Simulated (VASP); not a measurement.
Here is a VASP 6.6.1 calculation.

The input INCAR:

```
PREC = Accurate
ENCUT = 520
EDIFF = 1E-6
ISMEAR = -1
SIGMA = 0.05
LREAL = F
LASPH = T
NELM = 100
ALGO = Normal
ISIF = 2
LWAVE = F
LCHARG = F
GGA = PS
NBANDS = 17
```

KPOINTS

```
regular mesh
0
Gamma
  9 9 5
```

Contents of POSCAR:

```
Hf
1.0
    3.1575540000      0.0000000000      0.0000000000
   -1.5787770000      2.7345220000      0.0000000000
    0.0000000000      0.0000000000      5.0052990000
Hf
2
Direct
    0.3333330000      0.6666670000      0.2500000000
    0.6666670000      0.3333330000      0.7500000000
```

Potentials or basis: VASP PAW PBE potentials, release 64 (Hf_pv).

Launch:

```bash
$ cat potpaw_PBE.64/Hf_pv/POTCAR > POTCAR
$ mpirun -np 1 vasp_std > vasp.out
```

Task: Predict the band gap on the k mesh.

Result: Zero (band 10 reaches 6.18 eV, above the bottom of band 11 at 4.66 eV).

Task: What does it give for the pressure?

Result: -0.5 GPa.

Stress tensor (GPa, compression positive):
```
-0.38  0.00  0.00
 0.00 -0.38  0.00
 0.00  0.00 -0.78
```

Caveat: the PAW data sets were made with another functional, which shifts forces and pressure a little; spin-orbit coupling is left out, which moves the levels of the heavy elements.
